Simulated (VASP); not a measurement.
Input of a VASP 6.6.1 run:

The input INCAR:

```
SYSTEM = BaZrO3
  PREC = Accurate
  ENCUT = 520
  EDIFF = 1E-6
  ISMEAR = 0
  SIGMA = 0.05
  LREAL = .False.
  LASPH = .True.
  NELM = 80
  ALGO = Normal
  ISIF = 2
  LWAVE = .False.
  LCHARG = .True.
  GGA = PE
  LELF = .True.
  LVHAR = .True.
  NBANDS = 28
```

File KPOINTS:

```
Automatic mesh
0
Gamma
  6 6 6
  0 0 0
```

POSCAR

```
BaZrO3
1.0
    4.1815000000      0.0000000000      0.0000000000
    0.0000000000      4.1815000000      0.0000000000
    0.0000000000      0.0000000000      4.1815000000
Ba Zr O
1 1 3
Direct
    0.5042275905      0.4957724095      0.5000000000
    0.0000000000      0.0000000000      0.0000000000
    0.5000000000      0.0000000000      0.0000000000
    0.0000000000      0.5000000000      0.0000000000
    0.0000000000      0.0000000000      0.5000000000
```

Potentials or basis: VASP PAW PBE potentials, release 64 (Ba_sv, Zr_sv, O).

Launch:

```sh
$ cat potpaw_PBE.64/Ba_sv/POTCAR potpaw_PBE.64/Zr_sv/POTCAR potpaw_PBE.64/O/POTCAR > POTCAR
$ mpirun -np 1 vasp_std > vasp.out
```

(1) Estimate the largest force.

(2) Estimate the pressure.

(3) What does it give for the band gap on the k mesh?

Results:

(1) 0.102 eV/Å.

(2) 6.3 GPa.

(3) 3.20 eV, indirect (least direct gap 3.42 eV).

Caveat: the cell differs from its parent crystal (all Ba atoms moved +0.025 Å, as atom 1 along Cartesian [1 -1 0]); spin-orbit coupling is left out, which moves the levels of the heavy elements.
